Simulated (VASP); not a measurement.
# Ir (Cmcm) in VASP: a series of runs, part 2 of 2

VASP 6.6.1. The steps go on from the part before.

## Step 3: Single point, PBEsol (atom 1 (Ir) moved by (+0.000, +0.450) A along x and y)

File INCAR:

```
PREC = Accurate
ENCUT = 520
EDIFF = 1E-6
ISMEAR = 0
SIGMA = 0.15
LREAL = F
LASPH = T
NELM = 80
ALGO = Fast
ISIF = 2
LWAVE = F
LCHARG = F
GGA = PS
NBANDS = 16
```

File KPOINTS:

```
Automatic mesh
0
Gamma
  18 18 12
```

File POSCAR:

```
Ir
1.0
    2.7513778946      0.0000000000      0.0000000000
   -1.3756889473      2.3827631521      0.0000000000
    0.0000000000      0.0000000000      4.4622900000
Ir
2
Direct
    0.7610948518      0.5221897036      0.7500000000
    0.3333333333      0.6666666667      0.2500000000
```

Potentials or basis: VASP PAW PBE potentials, release 64 (Ir).

Launch:

```sh
$ cat potpaw_PBE.64/Ir/POTCAR > POTCAR
$ mpirun -np 1 vasp_std > vasp.out
```

OUTCAR:

```text
PREC = Accurate
   ENCUT = 520
   EDIFF = 1E-6
   ISMEAR = 0
   LREAL = F
   LASPH = T
   NELM = 80
   ISIF = 2
   GGA = PS

 ion  position               nearest neighbor table
   1  0.761  0.522  0.750-   2 2.64   2 2.64   2 2.64   2 2.64   2 3.02   2 3.02
   2  0.333  0.667  0.250-   1 2.64   1 2.64   1 2.64   1 2.64   1 3.02   1 3.02

  LATTYP: Found a hexagonal cell.
 ALAT       =     2.7513778946
 C/A-ratio  =     1.6218382828

  Lattice vectors:

 A1 = (   2.7513778946,   0.0000000000,   0.0000000000)
 A2 = (  -1.3756889473,   2.3827631521,   0.0000000000)
 A3 = (   0.0000000000,   0.0000000000,   4.4622900000)

Analysis of symmetry for initial positions (statically):
=====================================================================
 Subroutine PRICEL returns:
 Original cell was already a primitive cell.

 Routine SETGRP: Setting up the symmetry group for a
 hexagonal supercell.

 Subroutine GETGRP returns: Found  8 space group operations
 (whereof  2 operations were pure point group operations)
 out of a pool of 24 trial point group operations.

The static configuration has the point symmetry C_1h.
 The point group associated with its full space group is D_2h.

Analysis of symmetry for dynamics (positions and initial velocities):
=====================================================================
 Subroutine PRICEL returns:
 Original cell was already a primitive cell.

 Routine SETGRP: Setting up the symmetry group for a
 hexagonal supercell.

 Subroutine GETGRP returns: Found  8 space group operations
 (whereof  2 operations were pure point group operations)
 out of a pool of 24 trial point group operations.

The dynamic configuration has the point symmetry C_1h.
 The point group associated with its full space group is D_2h.

 Subroutine INISYM returns: Found  8 space group operations
 (whereof  2 operations are pure point group operations),
 and found     1 'primitive' translations

----------------------------------------------------------------------------------------

                                     Primitive cell

  volume of cell :      29.2542

  direct lattice vectors                    reciprocal lattice vectors
     2.751377895  0.000000000  0.000000000     0.363454254  0.209840411  0.000000000
    -1.375688947  2.382763152  0.000000000     0.000000000  0.419680823  0.000000000
     0.000000000  0.000000000  4.462290000     0.000000000  0.000000000  0.224100182

  length of vectors
     2.751377895  2.751377895  4.462290000     0.419680823  0.419680823  0.224100182

  position of ions in fractional coordinates (direct lattice)
     0.761094852  0.522189704  0.750000000
     0.333333333  0.666666667  0.250000000

  ion indices of the primitive-cell ions
   primitive index   ion index
                 1           1
                 2           2

----------------------------------------------------------------------------------------

 KPOINTS: Automatic mesh

Automatic generation of k-mesh.
 Grid dimensions read from file:
 generate k-points for:   18   18   12

 Generating k-lattice:

  Cartesian coordinates                     Fractional coordinates (reciprocal lattice)
     0.020191903  0.011657801  0.000000000     0.055555556 -0.000000000  0.000000000
     0.000000000  0.023315601  0.000000000     0.000000000  0.055555556  0.000000000
     0.000000000  0.000000000  0.018675015     0.000000000  0.000000000  0.083333333

  Length of vectors
     0.023315601  0.023315601  0.018675015

  Shift w.r.t. Gamma in fractional coordinates (k-lattice)
     0.000000000  0.000000000  0.000000000

 Subroutine IBZKPT returns following result:
 ===========================================

 Found    637 irreducible k-points:

 Following reciprocal coordinates:
            Coordinates               Weight
  0.000000  0.000000  0.000000      1.000000
  0.055556  0.000000  0.000000      4.000000
  0.000000  0.055556  0.000000      2.000000
  0.111111  0.000000  0.000000      4.000000
  0.000000  0.111111  0.000000      2.000000
  0.166667  0.000000  0.000000      4.000000
[... 16 lines left out ...]
 -0.055556  0.166667  0.000000      4.000000
 -0.166667  0.111111  0.000000      4.000000
 [... further k-points ...]
   k-points           NKPTS =    637   k-points in BZ     NKDIM =    637   number of bands    NBANDS=     16
   number of dos      NEDOS =    301   number of ions     NIONS =      2
   total plane-waves  NPLWV =  14400
   dimension x,y,z NGX =    20 NGY =   20 NGZ =   36
   dimension x,y,z NGXF=    40 NGYF=   40 NGZF=   72
   ions per type =               2
   NGX,Y,Z   is equivalent  to a cutoff of  12.08, 12.08, 13.41 a.u.
   NGXF,Y,Z  is equivalent  to a cutoff of  24.17, 24.17, 26.82 a.u.
 SYSTEM =  unknown system
   PREC   = accura    normal or accurate (medium, high low for compatibility)
   ISTART =      0    job   : 0-new  1-cont  2-samecut
   ICHARG =      2    charge: 1-file 2-atom 10-const
   ISPIN  =      1    spin polarized calculation?
   LNONCOLLINEAR =      F non collinear calculations
   LSORBIT =      F    spin-orbit coupling
   LASPH  =      T    aspherical Exc in radial PAW
   ENCUT  =  520.0 eV  38.22 Ry    6.18 a.u.   5.12  5.12  8.30*2*pi/ulx,y,z
   NELM   =     80;   NELMIN=  2; NELMDL= -5     # of ELM steps
   EDIFF  = 0.1E-05   stopping-criterion for ELM
   LREAL  =      F    real-space projection
[... 7 lines left out ...]
   TEBEG  =    0.0;   TEEND  =   0.0 temperature during run
   PSTRESS=    0.0 pullay stress
   NELECT =      18.0000    total number of electrons
   NUPDOWN=      -1.0000    fix difference up-down
   EMIN   =  10.00;   EMAX   =-10.00  energy-range for DOS
   EFERMI =   0.00;   METHOD = LEGACY
   ISMEAR =     0;   SIGMA  =   0.15  broadening in eV -4-tet -1-fermi 0-gaus
   EFERMI_NEDOS =   21; number of points for ismear=-14 and -15
   IALGO  =     68    algorithm
   IMIX   =      4    mixing-type and parameters
     AMIX     =   0.40;   BMIX     =  1.00
     AMIX_MAG =   1.60;   BMIX_MAG =  1.00
  volume/ion in A,a.u.               =      14.63        98.71
  Fermi-wavevector in a.u.,A,eV,Ry     =   1.392417  2.631287 26.379323  1.938826
  Thomas-Fermi vector in A             =   2.516162
   LORBIT       =      0    0 simple, 1 ext, 2 COOP (PROOUT), +10 PAW based schemes
   GGA     = PS    functional components
   LHFCALC =     F    Hartree Fock is set to
   AEXX    =    0.0000 exact exchange contribution
   IVDW    =     0    specifies the selected vdW correction
   LEPSILON=     F    determine dielectric tensor
   LRPA    =     F    only Hartree local field effects (RPA)
 non-spin polarized calculation
 RMM-DIIS sequential band-by-band and
 Gauss-broadening in eV      SIGMA  =   0.15
  energy-cutoff  :      520.00
  volume of cell :       29.25
 maximum number of plane-waves:       801
   NGX = 11   NGY = 11   NGZ = 17

 number of electron      18.0000000 magnetization

 Free energy of the ion-electron system (eV)
  ---------------------------------------------------
  ext. energy  EPLUGINS =         0.00000000
  ---------------------------------------------------
  free energy    TOTEN  =       -19.06666727 eV

  energy without entropy =      -19.03204021  energy(sigma->0) =      -19.04935374

 E-fermi :   9.5434     XC(G=0): -13.8929

 val. band max:        9.5415519235   @ k =   0.3889   0.1667   0.0833
 cond. band min:       9.5433822663   @ k =   0.4444  -0.0000   0.0833
 fundamental gap:      0.0018303428
 Fermi energy:         9.5433551917

 k-point     1 :       0.0000    0.0000    0.0000
  band No.  band energies     occupation
      1      -1.1522      2.00000
      2       1.8840      2.00000
      3       5.0954      2.00000
      4       5.8868      2.00000
      5       6.4469      2.00000
      6       6.5784      2.00000
[... 8 lines left out ...]
     15      25.6131      0.00000
     16      26.0416      0.00000
[... 419 lines left out ...]
 k-point    24 :      -0.1667    0.1111    0.0000
  band No.  band energies     occupation
      1      -0.3365      2.00000
      2       2.6846      2.00000
      3       5.0715      2.00000
      4       5.7369      2.00000
      5       6.0237      2.00000
      6       6.7297      2.00000
[... 8 lines left out ...]
     15      26.5433      0.00000
     16      27.4544      0.00000

 [... further k-points ...]

------------------------ aborting loop because EDIFF is reached ----------------------------------------

  FORCE on cell =-STRESS in cart. coord.  units (eV):
  Direction    XX          YY          ZZ          XY          YZ          ZX
  --------------------------------------------------------------------------------------
  -------------------------------------------------------------------------------------
  Total       -2.5336233     -1.8759915      1.2647832      0.0000000     -0.0000000      0.0000000
  in kB     -138.7598183   -102.7430698     69.2688177      0.0000000     -0.0000000      0.0000000
  external PRESSURE =     -57.4113568 kB  Pullay stress =       0.0000000 kB

 VOLUME and BASIS-vectors are now :
 -----------------------------------------------------------------------------
  energy-cutoff  :      520.00
  volume of cell :       29.25
      direct lattice vectors                 reciprocal lattice vectors
     2.751377895  0.000000000  0.000000000     0.363454254  0.209840411  0.000000000
    -1.375688947  2.382763152  0.000000000     0.000000000  0.419680823  0.000000000
     0.000000000  0.000000000  4.462290000     0.000000000  0.000000000  0.224100182

 POSITION                                       TOTAL-FORCE (eV/Angst)
 -----------------------------------------------------------------------------------
      1.37569      1.24425      3.34672         0.000000     -1.465167      0.000000
     -0.00000      1.58851      1.11557        -0.000000      1.465167      0.000000
 -----------------------------------------------------------------------------------
    total drift:                               -0.000000     -0.000000      0.000000

  FREE ENERGIE OF THE ION-ELECTRON SYSTEM (eV)
  ---------------------------------------------------
  free  energy   TOTEN  =       -19.0666672716 eV

  energy  without entropy=      -19.0320402067  energy(sigma->0) =      -19.04935374
```

It took 2 min on 1 thread of Intel Xeon 6975P-C (Granite Rapids), shared host; peak memory 0.35 GiB.

Results:

```
Free energy            : -19.0667 eV
Pressure               : -5.7 GPa
Largest force          : 1.465 eV/Å
Band gap on the k mesh : zero (bands 9 and 10 overlap by 2.79 eV)
```

Forces in eV/Å, atoms in the order of the input:
```
Ir   0.000 -1.465  0.000
Ir   0.000  1.465  0.000
```

Levels at points of the mesh, in eV from the Fermi level:
```
           k point  band 5  band 6  band 7  band 8  band 9  band 10  band 11  band 12  band 13  band 14
(0.00, 0.00, 0.00)   -3.10   -2.96   -2.48   -2.41   -0.89    -0.50    -0.33     1.74     7.35    14.22
(0.50, 0.00, 0.00)   -3.69   -3.25   -2.81   -0.01    0.90     1.32     3.53     3.98     8.96    10.04
(0.00, 0.50, 0.00)   -2.44   -1.82   -1.15    0.91    1.35     1.55     2.10     5.35     6.78     7.23
(0.00, 0.00, 0.50)   -3.40   -3.40   -3.23   -3.23   -0.84    -0.84    -0.23    -0.23    14.08    14.08
(0.50, 0.00, 0.50)   -1.26   -1.26    0.18    0.18    1.07     1.07     1.84     1.84     8.19     8.19
(0.00, 0.50, 0.50)   -2.11   -2.11   -1.94   -1.94    1.16     1.16     3.56     3.56     6.34     6.34
```

Caveat: the cell differs from its parent crystal (atom 1 (Ir) moved by (+0.000, +0.450) A along x and y); the cell stands under tension; the PAW data sets were made with another functional, which shifts forces and pressure a little; spin-orbit coupling is left out, which moves the levels of the heavy elements.
